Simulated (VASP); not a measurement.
## H6C2O: relaxation of the atoms with PBE+D3(BJ)

H6C2O:

```
CELL_PARAMETERS angstrom
7.52907 0.00000 0.00000
0.00000 7.52907 0.00000
0.00000 0.00000 7.52907
ATOMIC_POSITIONS crystal
C 0.11798 0.13849 0.26255
C 0.21754 0.20238 0.10028
C 0.71920 0.60885 0.74934
C 0.52880 0.54715 0.73302
C 0.26589 0.70173 0.05492
C 0.37884 0.62462 0.20196
C 0.85487 0.96125 0.92732
C 0.74473 0.12915 0.92608
O 0.09304 0.29470 0.99124
O 0.52690 0.36149 0.77100
O 0.54046 0.56521 0.12280
O 0.71929 0.18049 0.10672
H 0.15592 0.33626 0.88654
H 0.32730 0.29010 0.13994
H 0.27538 0.08891 0.02888
H 0.20668 0.06623 0.35199
H 0.06160 0.25147 0.33386
H 0.00974 0.05051 0.22293
H 0.40494 0.32067 0.76081
H 0.44400 0.62044 0.82658
H 0.47881 0.57339 0.59837
H 0.72959 0.75101 0.72162
H 0.76820 0.58368 0.88348
H 0.80298 0.53669 0.65553
H 0.61393 0.51541 0.21642
H 0.40477 0.72594 0.30384
H 0.30865 0.51409 0.26657
H 0.13934 0.74992 0.10736
H 0.33537 0.81219 0.99168
H 0.23937 0.60059 0.95446
H 0.64857 0.28839 0.10719
H 0.81361 0.23391 0.85125
H 0.61672 0.10482 0.86020
H 0.87915 0.91483 0.79189
H 0.98237 0.98600 0.99180
H 0.78572 0.85706 0.00075
```

```yaml
Program: VASP 6.6.1
Task: relaxation of the atoms
Functional: PBE
Dispersion: D3(BJ)
Potentials_or_basis: VASP PAW PBE potentials, release 64 (C, O, H)
Cutoff: 520 eV
k_mesh: 1 × 1 × 1
Occupations: fermi-dirac, width 0.05 eV
Spin: no spin polarisation
Dipole_correction: no
Further_INCAR_settings: LREAL = Auto; ALGO = Normal; EDIFF = 1e-06; IBRION = 2; EDIFFG = -0.3; NSW = 35
```

- Energy gained by relaxing: 15.5 meV/atom
- Ionic steps: 20
- Pressure after relaxing: 0.2 GPa
- Largest force after relaxing: 0.269 eV/Å
- Band gap on the k mesh: 3.81 eV
- Dispersion energy per atom: -0.036 eV

Forces on the atoms (eV/Å):
```
C    0.073  0.081 -0.059
C   -0.070  0.008  0.067
C   -0.166 -0.094  0.094
C    0.055 -0.025 -0.033
C    0.174 -0.013  0.086
C   -0.011  0.051 -0.042
C   -0.087  0.031  0.073
C    0.184 -0.065 -0.015
O    0.023  0.064 -0.058
O   -0.068  0.031 -0.020
O    0.115 -0.005  0.080
O   -0.052 -0.025 -0.034
H   -0.065 -0.025  0.148
H    0.078  0.043  0.018
H    0.004 -0.087  0.043
H    0.022 -0.033  0.087
H    0.028 -0.124 -0.059
H    0.032  0.170  0.149
H    0.099  0.021 -0.144
H   -0.041  0.007 -0.101
H    0.018  0.002 -0.043
H    0.144 -0.077  0.022
H    0.001  0.052 -0.264
H   -0.169 -0.065 -0.023
H   -0.028 -0.051 -0.188
H   -0.041  0.143  0.072
H   -0.051 -0.022  0.030
H   -0.144  0.039 -0.075
H    0.035 -0.122  0.108
H   -0.001  0.096  0.141
H    0.168 -0.172  0.091
H   -0.087 -0.070 -0.061
H   -0.130  0.050 -0.140
H    0.114 -0.025  0.010
H   -0.039  0.148 -0.040
H   -0.116  0.061  0.082
```

Stress tensor (GPa, compression positive):
```
0.14 0.29 0.23
0.29 0.40 0.28
0.23 0.28 0.11
```

Step by step:
```tsv
step	energy change (eV)	largest force (eV/Å)	pressure (GPa)
1	0.0000	0.6302	1.80
2	0.0132	1.2435	1.60
3	-0.0443	0.6465	1.68
4	-0.1018	0.6399	1.14
5	-0.1035	0.7859	1.04
6	-0.1445	0.5344	0.99
7	-0.1793	0.5716	0.89
8	-0.2196	0.4111	0.76
9	-0.2425	0.6264	0.57
10	-0.2822	0.3693	0.51
11	-0.3144	0.5398	0.38
12	-0.3574	0.5183	0.51
13	-0.3792	0.7766	0.68
14	-0.4187	0.3381	0.57
15	-0.4272	0.5527	0.49
16	-0.4683	0.3296	0.49
17	-0.4888	0.4827	0.49
18	-0.5230	0.3906	0.43
19	-0.5265	0.5170	0.41
20	-0.5596	0.2688	0.22
```

Final structure:
```yaml
crystal:
  lattice:
    - [7.52907, 0.00000, 0.00000]
    - [0.00000, 7.52907, 0.00000]
    - [0.00000, 0.00000, 7.52907]
  atoms:
    - { symbol: C, position: [0.12740, 0.14423, 0.27402] }
    - { symbol: C, position: [0.22548, 0.20208, 0.10747] }
    - { symbol: C, position: [0.71959, 0.59339, 0.72301] }
    - { symbol: C, position: [0.52514, 0.54446, 0.70311] }
    - { symbol: C, position: [0.26241, 0.70862, 0.06929] }
    - { symbol: C, position: [0.37518, 0.63008, 0.21649] }
    - { symbol: C, position: [0.86541, 0.95763, 0.93573] }
    - { symbol: C, position: [0.74318, 0.11790, 0.93124] }
    - { symbol: O, position: [0.10913, 0.31514, 0.00590] }
    - { symbol: O, position: [0.50047, 0.35830, 0.74013] }
    - { symbol: O, position: [0.53876, 0.55643, 0.14869] }
    - { symbol: O, position: [0.69667, 0.18330, 0.10463] }
    - { symbol: H, position: [0.16333, 0.33543, 0.89034] }
    - { symbol: H, position: [0.34818, 0.27308, 0.14211] }
    - { symbol: H, position: [0.26501, 0.08657, 0.02666] }
    - { symbol: H, position: [0.21996, 0.07353, 0.36151] }
    - { symbol: H, position: [0.07481, 0.26124, 0.34485] }
    - { symbol: H, position: [0.01518, 0.05665, 0.24150] }
    - { symbol: H, position: [0.37430, 0.33146, 0.73261] }
    - { symbol: H, position: [0.44920, 0.62468, 0.79875] }
    - { symbol: H, position: [0.47628, 0.57534, 0.56856] }
    - { symbol: H, position: [0.72998, 0.73513, 0.69057] }
    - { symbol: H, position: [0.76132, 0.57358, 0.86201] }
    - { symbol: H, position: [0.80945, 0.51858, 0.63509] }
    - { symbol: H, position: [0.62048, 0.54834, 0.24890] }
    - { symbol: H, position: [0.40771, 0.73309, 0.31458] }
    - { symbol: H, position: [0.29912, 0.52498, 0.28457] }
    - { symbol: H, position: [0.14069, 0.75894, 0.13076] }
    - { symbol: H, position: [0.32863, 0.82042, 0.00158] }
    - { symbol: H, position: [0.22381, 0.60727, 0.97156] }
    - { symbol: H, position: [0.62323, 0.28938, 0.08388] }
    - { symbol: H, position: [0.80876, 0.22460, 0.85580] }
    - { symbol: H, position: [0.62200, 0.07934, 0.86000] }
    - { symbol: H, position: [0.88824, 0.91919, 0.79696] }
    - { symbol: H, position: [0.99501, 0.98334, 0.99539] }
    - { symbol: H, position: [0.80673, 0.84230, 0.00291] }
```

Levels at points of the mesh, in eV from the valence-band top:
```
           k point  band 38  band 39  band 40  band 41  band 42  band 43
(0.00, 0.00, 0.00)    -0.92    -0.80     0.00     3.81     4.77     5.65
```

Run time: 20 min on 1 thread of Intel Xeon 8259CL, on a shared host, peak memory 0.45 GiB.

Caveat: the k points lie up to 0.83 Å⁻¹ apart, too coarse for converged energies, forces and pressures; the relaxation stopped at a loose force limit of 0.3 eV/Å, so its end isn't a converged minimum.
